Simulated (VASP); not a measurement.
Wanted: the native input for a VASP 6.6.1 run.

```
Task                   : single point
Functional             : PBE
Potentials or basis    : VASP PAW PBE potentials, release 64 (Zr_sv)
Cutoff                 : 520 eV
k mesh                 : 6 × 6 × 4
Occupations            : fermi-dirac, width 0.058 eV
Spin                   : no spin polarisation
Dipole correction      : no
Further INCAR settings : ALGO = Normal; EDIFF = 1e-06; NBANDS = 19
```

The structure of Zr lies in POSCAR:

```
Zr
1.0
    3.1742309113      0.0000000000      0.0000000000
   -1.5871154557      2.7489646067      0.0000000000
    0.0000000000      0.0000000000      5.0684309055
Zr
2
Direct
    0.3333333333      0.6666666667      0.2500000000
    0.6666666667      0.3333333333      0.7500000000
```

The input as run:

INCAR

```
SYSTEM = Zr
ALGO = Normal ; EDIFF = 1E-6
ENCUT = 520 ; GGA = PE
ISIF = 2 ; ISMEAR = -1
LASPH = .True. ; LCHARG = .True.
LELF = .True. ; LREAL = .False.
LVHAR = .True. ; LWAVE = .False.
NBANDS = 19 ; NELM = 60
PREC = Accurate ; SIGMA = 0.058
```

KPOINTS

```
k-points
0
Gamma
  6 6 4
  0 0 0
```

Potentials or basis: VASP PAW PBE potentials, release 64 (Zr_sv).

Run with:

```sh
$ cat potpaw_PBE.64/Zr_sv/POTCAR > POTCAR
$ mpirun -np 1 vasp_std > vasp.out
```

Results of the run:

```yaml
Pressure: 5.5 GPa
Band_gap_on_the_k_mesh: zero (band 12 reaches 10.46 eV, above the bottom of band 13 at 9.60 eV)
```

Caveat: the k points lie up to 0.38 Å⁻¹ apart.

Run time: 7.2 s on 1 thread of Intel(R) Xeon(R) 6975P-C (Granite Rapids), on a shared host, peak memory 0.15 GiB.
